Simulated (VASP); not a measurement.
Set up this calculation in VASP 6.6.1, as the native input.

| Property | Result |
| --- | --- |
| Task | single point |
| Functional | PBE |
| Potentials or basis | VASP PAW PBE potentials, release 64 (Al, V_sv, N) |
| Cutoff | 520 eV |
| k mesh | 18 × 18 × 4 |
| Occupations | gaussian, width 0.1 eV |
| Spin | no spin polarisation |
| Dipole correction | no |
| k mesh for the DOS | 27 × 27 × 6 |
| Occupations for the DOS | tetrahedron |
| Further INCAR settings | ALGO = Normal; EDIFF = 1e-06 |

Crystal: Al3V2N5.

```
CELL_PARAMETERS angstrom
2.80229 0.00000 0.00000
-1.40114 2.42685 0.00000
0.00000 0.00000 12.96546
ATOMIC_POSITIONS crystal
Al 0.66667 0.33333 0.90051
Al 0.66667 0.33333 0.09949
Al 0.66667 0.33333 0.50000
V 0.66667 0.33333 0.29946
V 0.66667 0.33333 0.70054
N 0.33333 0.66667 0.00000
N 0.33333 0.66667 0.19819
N 0.33333 0.66667 0.40104
N 0.33333 0.66667 0.59896
N 0.33333 0.66667 0.80181
```

These files were run (other wordings do the same):

POSCAR

```
Al3V2N5
1.0
    2.8022893100      0.0000000000      0.0000000000
   -1.4011446550      2.4268537312      0.0000000000
    0.0000000000      0.0000000000     12.9654558687
Al V N
3 2 5
Direct
    0.6666666667      0.3333333333      0.9005077211
    0.6666666667      0.3333333333      0.0994922789
    0.6666666667      0.3333333333      0.5000000000
    0.6666666667      0.3333333333      0.2994551221
    0.6666666667      0.3333333333      0.7005448779
    0.3333333333      0.6666666667      0.0000000000
    0.3333333333      0.6666666667      0.1981910308
    0.3333333333      0.6666666667      0.4010416035
    0.3333333333      0.6666666667      0.5989583965
    0.3333333333      0.6666666667      0.8018089692
```

INCAR.step1

```
PREC     = Accurate       # precision mode
ENCUT    = 520            # plane-wave cutoff, eV
EDIFF    = 1E-6           # SCF threshold, eV
ISMEAR   = 0              # smearing method
SIGMA    = 0.1            # smearing width, eV
LREAL    = F              # projectors in reciprocal space
LASPH    = T              # aspherical terms in the spheres
NELM     = 80             # most SCF steps
ALGO     = Normal         # electronic algorithm
ISIF     = 2              # what is computed and relaxed
LWAVE    = F              # write WAVECAR
LCHARG   = T              # write CHGCAR
LMAXMIX  = 4              # l up to which the mixer works
GGA      = PE             # functional
NBANDS   = 41             # bands
```

KPOINTS.step1

```
Automatic mesh
0
Gamma
  18 18 4
```

INCAR.step2

```
PREC     = Accurate       # precision mode
ENCUT    = 520            # plane-wave cutoff, eV
EDIFF    = 1E-6           # SCF threshold, eV
ISMEAR   = -5             # smearing method
SIGMA    = 0.1            # smearing width, eV
LREAL    = F              # projectors in reciprocal space
LASPH    = T              # aspherical terms in the spheres
NELM     = 80             # most SCF steps
ALGO     = Normal         # electronic algorithm
ISIF     = 2              # what is computed and relaxed
LWAVE    = F              # write WAVECAR
LCHARG   = F              # write CHGCAR
LMAXMIX  = 4              # l up to which the mixer works
GGA      = PE             # functional
LORBIT   = 11             # projections on sites
NEDOS    = 2001           # points of the DOS
ICHARG   = 11             # starting density
```

KPOINTS.step2

```
Automatic mesh
0
Gamma
  27 27 6
```

Potentials or basis: VASP PAW PBE potentials, release 64 (Al, V_sv, N).

Run with:

```sh
$ cat potpaw_PBE.64/Al/POTCAR potpaw_PBE.64/V_sv/POTCAR potpaw_PBE.64/N/POTCAR > POTCAR
$ cp INCAR.step1 INCAR
$ cp KPOINTS.step1 KPOINTS
$ mpirun -np 1 vasp_std > vasp.out
$ cp INCAR.step2 INCAR
$ cp KPOINTS.step2 KPOINTS
$ mpirun -np 1 vasp_std > vasp.out
```

It gave:

| Quantity | Value |
| --- | --- |
| Valence electrons inside the program's atomic spheres | Al 0.73; V 11.67; N 3.81, 3.77 (each value once) |

Caveat: the run has no spin polarisation, though such a crystal can be magnetic.

Run time: 31 min on 1 thread of Intel Xeon 8259CL (shared host), peak memory 0.8 GiB.
